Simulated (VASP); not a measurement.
Here is a VASP 6.6.1 calculation.

INCAR

```
PREC = Accurate
ENCUT = 520
EDIFF = 1E-8
ISMEAR = 0
SIGMA = 0.05
LREAL = False
LASPH = True
NELM = 60
ALGO = Normal
ISIF = 2
LWAVE = False
LCHARG = False
GGA = PE
IBRION = 8
NSW = 1
```

The input KPOINTS:

```
regular mesh
0
Gamma
  6 6 8
```

The input POSCAR:

```
SnO2
1.0
    4.8277049961      0.0000000000      0.0000000000
    0.0000000000      4.8277049961      0.0000000000
    0.0000000000      0.0000000000      3.2379909406
Sn O
2 4
Direct
    0.0000000000      0.0000000000      0.0000000000
    0.5000000000      0.5000000000      0.5000000000
    0.3066050863      0.3066050863      0.0000000000
    0.1933949137      0.8066050863      0.5000000000
    0.6933949137      0.6933949137      0.0000000000
    0.8066050863      0.1933949137      0.5000000000
```

Potentials or basis: VASP PAW PBE potentials, release 64 (Sn_d, O).

The run is started by

```sh
$ cat potpaw_PBE.64/Sn_d/POTCAR potpaw_PBE.64/O/POTCAR > POTCAR
$ mpirun -np 1 vasp_std > vasp.out
```

(1) What does it give for the highest phonon frequency at Γ, LO-TO splitting left out?

Results:

(1) 710 cm⁻¹.
